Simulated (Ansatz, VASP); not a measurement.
# AlB2P3 in VASP and in Ansatz

```xyz
6
Lattice="3.4154 0.0000 0.0000 -1.7077 2.9578 0.0000 0.0000 0.0000 8.6496" Properties=species:S:1:pos:R:3 pbc="T T T"
Al    1.7077    0.9859    2.9183
B     0.0000    0.0000    8.5237
B     0.0000    1.9719    5.9335
P     0.0000    0.0000    1.8495
P     1.7077    0.9859    5.3061
P     0.0000    1.9719    7.9050
```

Alike in both runs: functional PBE; k mesh 12 × 12 × 4; occupations gaussian, width 0.01 eV; no spin polarisation.

Ansatz relaxed the structure, and its values are those at the end. VASP's run is a single point on that final structure, the one shown.

|  | VASP | Ansatz |
| --- | --- | --- |
| version | VASP 6.6.1 | Ansatz 0.2.0 |
| potentials or method | VASP PAW PBE potentials, release 64 (Al, B, P), cutoff 520 eV | scalar-relativistic, plane waves, PAW |
| valence electrons in the cell | 24 | 24 |

```tsv
	VASP	Ansatz	Ansatz less VASP
gap on the k mesh at the Fermi level (eV)	0.21	0.22	+0.005
least direct gap on the mesh (eV)	1.46	1.46	+0.002
pressure (GPa)	-0.2	0.0	+0.15
rms of the force components (eV/Å)	0.004	0.004	-0.0001
```
